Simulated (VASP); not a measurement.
Write the native input for VASP 6.6.1 that does the following.

- Task: single point
- Functional: PBEsol
- Dispersion: D3(BJ)
- Potentials or basis: VASP PAW PBE potentials, release 64 (Al)
- Cutoff: 500 eV
- k mesh: 18 × 18 × 4
- Occupations: gaussian, width 0.15 eV
- Spin: no spin polarisation
- Dipole correction: no
- Further INCAR settings: ALGO = Normal; EDIFF = 1e-06; NBANDS = 18

The structure of Al lies in POSCAR:

```
Al
1.0
   -2.7899121276      0.0000000000      0.0000000000
   -1.3949560638     -2.4161347768      0.0000000000
   -1.3949560638     -0.8053782589     13.9412785744
Al
6
Direct
    0.6388833333      0.6388833333      0.0833500000
    0.5277722222      0.5277722222      0.4166833333
    0.4166611111      0.4166611111      0.7500166667
    0.0277722222      0.0277722222      0.9166833333
    0.2499944444      0.2499944444      0.2500166667
    0.1388833333      0.1388833333      0.5833500000
```

The input as run:

INCAR

```
SYSTEM = Al
  PREC = Accurate
  ENCUT = 500
  EDIFF = 1E-6
  ISMEAR = 0
  SIGMA = 0.15
  LREAL = .False.
  LASPH = .True.
  NELM = 120
  ALGO = Normal
  ISIF = 2
  LWAVE = .False.
  LCHARG = .False.
  GGA = PS
  IVDW = 12
  NBANDS = 18
  GGA_COMPAT = .False.
```

KPOINTS

```
Automatic mesh
0
Gamma
  18 18 4
  0 0 0
```

Potentials or basis: VASP PAW PBE potentials, release 64 (Al).

Run with:

```bash
$ cat potpaw_PBE.64/Al/POTCAR > POTCAR
$ mpirun -np 1 vasp_std > vasp.out
```

Results of the run:

The pressure is 0.0 GPa. The largest force is 0.042 eV/Å and the band gap on the k mesh is zero (bands 9 and 10 overlap by 5.56 eV). The dispersion energy per atom is -0.335 eV.

Caveat: the PAW data sets were made with another functional, which shifts forces and pressure a little.

It took 4.8 min on 1 thread of Intel(R) Xeon(R) Platinum 8375C CPU @ 2.90GHz (Ice Lake) (shared host), peak memory 0.48 GiB.
